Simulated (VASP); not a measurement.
Here is a VASP 6.6.1 calculation.

Contents of POSCAR:

```
MoS
1.0
    3.1496808531      0.0000000000      0.0000000000
    0.0000000000      3.1496808531      0.0000000000
    0.0000000000      0.0000000000      3.1496808531
Mo S
1 1
Direct
    0.0000000000      0.0000000000      0.0000000000
    0.5000000000      0.5000000000      0.5000000000
```

INCAR.step1

```
PREC     = Accurate       # precision mode
ENCUT    = 520            # plane-wave cutoff, eV
ISMEAR   = 0              # smearing method
SIGMA    = 0.1            # smearing width, eV
LREAL    = False          # projectors in reciprocal space
LASPH    = True           # aspherical terms in the spheres
NELM     = 150            # most SCF steps
LMAXMIX  = 4              # l up to which the mixer works
LDAU     = True           # DFT+U
LDAUTYPE = 2            
LDAUL    = 2 -1           # shell
LDAUU    = 4.38 0         # U, eV
LDAUJ    = 0 0          
NBANDS   = 17             # bands
GGA      = PE             # functional
ALGO     = Normal         # electronic algorithm
EDIFF    = 1E-4           # SCF threshold, eV
LWAVE    = True           # write WAVECAR
LCHARG   = False          # write CHGCAR
```

INCAR.step2

```
PREC     = Accurate       # precision mode
ENCUT    = 520            # plane-wave cutoff, eV
EDIFF    = 1E-6           # SCF threshold, eV
ISMEAR   = 0              # smearing method
SIGMA    = 0.1            # smearing width, eV
LREAL    = False          # projectors in reciprocal space
LASPH    = True           # aspherical terms in the spheres
NELM     = 150            # most SCF steps
ALGO     = Normal         # electronic algorithm
ISIF     = 2              # what is computed and relaxed
LWAVE    = False          # write WAVECAR
LCHARG   = False          # write CHGCAR
LMAXMIX  = 4              # l up to which the mixer works
LDAU     = True           # DFT+U
LDAUTYPE = 2            
LDAUL    = 2 -1           # shell
LDAUU    = 4.38 0         # U, eV
LDAUJ    = 0 0          
LDAUPRINT= 1            
METAGGA  = R2SCAN         # meta-GGA
LMIXTAU  = True         
NBANDS   = 17             # bands
ISTART   = 1
```

The input KPOINTS:

```
regular mesh
0
Gamma
  12 12 12
```

Potentials or basis: VASP PAW PBE potentials, release 64 (Mo_sv, S).

Launch:

```console
$ cat potpaw_PBE.64/Mo_sv/POTCAR potpaw_PBE.64/S/POTCAR > POTCAR
$ cp INCAR.step1 INCAR
$ mpirun -np 1 vasp_std > vasp.out
$ cp INCAR.step2 INCAR
$ mpirun -np 1 vasp_std > vasp.out
```

(1) What does it give for the pressure?

(2) Predict the band gap on the k mesh.

Answers

(1) -14.7 GPa.

(2) zero (bands 10 and 11 overlap by 1.78 eV).

Caveat: the cell stands under tension; the PAW data sets were made with another functional, which shifts forces and pressure a little; U without spin polarisation on a metal has little footing.
